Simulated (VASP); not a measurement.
A run of VASP 6.6.1 is set up as follows.

File INCAR:

```
SYSTEM = Li2ClF
PREC     = Accurate       ! precision mode
ENCUT    = 520            ! plane-wave cutoff, eV
EDIFF    = 1E-7           ! SCF threshold, eV
ISMEAR   = -1             ! smearing method
SIGMA    = 0.02           ! smearing width, eV
LREAL    = .False.        ! projectors in reciprocal space
LASPH    = .True.         ! aspherical terms in the spheres
NELM     = 80             ! most SCF steps
ALGO     = Normal         ! electronic algorithm
ISIF     = 2              ! what is computed and relaxed
LWAVE    = .False.        ! write WAVECAR
LCHARG   = .True.         ! write CHGCAR
GGA      = PE             ! functional
LELF     = .True.         ! ELF
LVHAR    = .True.       
NBANDS   = 18             ! bands
```

KPOINTS

```
Automatic mesh
0
Gamma
  10 10 10
  0 0 0
```

POSCAR

```
Li2ClF
1.0
    1.6166776643      0.9333892846      5.2637591353
   -1.6166776643      0.9333892846      5.2637591353
    0.0000000000     -1.8667785695      5.2637591352
F Cl Li
1 1 2
Direct
    1.0000000000      0.0000000000      0.0000000000
    0.5000000000      0.5000000000      0.5000000000
    0.2636664262      0.2636664262      0.2636664262
    0.7363335738      0.7363335738      0.7363335738
```

Potentials or basis: VASP PAW PBE potentials, release 64 (F, Cl, Li_sv).

Launch:

```bash
$ cat potpaw_PBE.64/F/POTCAR potpaw_PBE.64/Cl/POTCAR potpaw_PBE.64/Li_sv/POTCAR > POTCAR
$ mpirun -np 1 vasp_std > vasp.out
```

Problem. What does it give for the band gap on the k mesh?

Solution. 4.82 eV, direct.

Problem. What does it give for the largest force?

Solution. 0.021 eV/Å.

Forces in eV/Å, atoms in the order of the input:
```
F    0.000  0.000  0.000
Cl   0.000  0.000  0.000
Li   0.000  0.000 -0.021
Li   0.000  0.000  0.021
```

Caveat: the cell differs from its parent crystal (biaxial xy strain -1.7%). A k mesh can miss the band edges.
